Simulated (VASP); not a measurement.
Set up this calculation in VASP 6.6.1, as the native input.

```
Task                   : single point
Functional             : PBE
Potentials or basis    : VASP PAW PBE potentials, release 64 (C)
Cutoff                 : 520 eV
k mesh                 : 10 × 10 × 8
Occupations            : gaussian, width 0.1 eV
Spin                   : collinear spin
Starting moments       : [1.0] μB
Dipole correction      : no
Further INCAR settings : ALGO = Normal; EDIFF = 1e-06; NBANDS = 12
```

The structure of C lies in POSCAR:

```
C
1.0
    1.6874639396      0.0000000000      0.0000000000
    0.0000000000      1.6874639396      0.0000000000
    0.0000000000      0.0000000000      2.0129885264
C
1
Direct
    0.5000000000      0.5000000000      0.0000000000
```

The cell was built from a structure type or drawn by symmetry, and may not be a known phase.

One way to write it, as run:

INCAR

```
PREC = Accurate
ENCUT = 520
EDIFF = 1E-6
ISMEAR = 0
SIGMA = 0.1
LREAL = F
LASPH = T
NELM = 150
ALGO = Normal
ISIF = 2
LWAVE = F
LCHARG = F
ISPIN = 2
MAGMOM = 1
LORBIT = 11
GGA = PE
NBANDS = 12
```

KPOINTS

```
regular mesh
0
Gamma
  10 10 8
```

Potentials or basis: VASP PAW PBE potentials, release 64 (C).

The run is started by

```bash
$ cat potpaw_PBE.64/C/POTCAR > POTCAR
$ mpirun -np 1 vasp_std > vasp.out
```

Results of the run:

```
Pressure                                              : 3.8 GPa
Band gap on the k mesh                                : zero (filled and empty bands overlap)
Net moment                                            : 0.00 μB per cell
Valence electrons inside the program's atomic spheres : C 2.32
```

Caveat: the k points lie up to 0.39 Å⁻¹ apart, too coarse for converged energies and pressures of a metal.

Run time: 21 s on 1 thread of Intel Xeon 8259CL (shared host), peak memory 0.12 GiB.
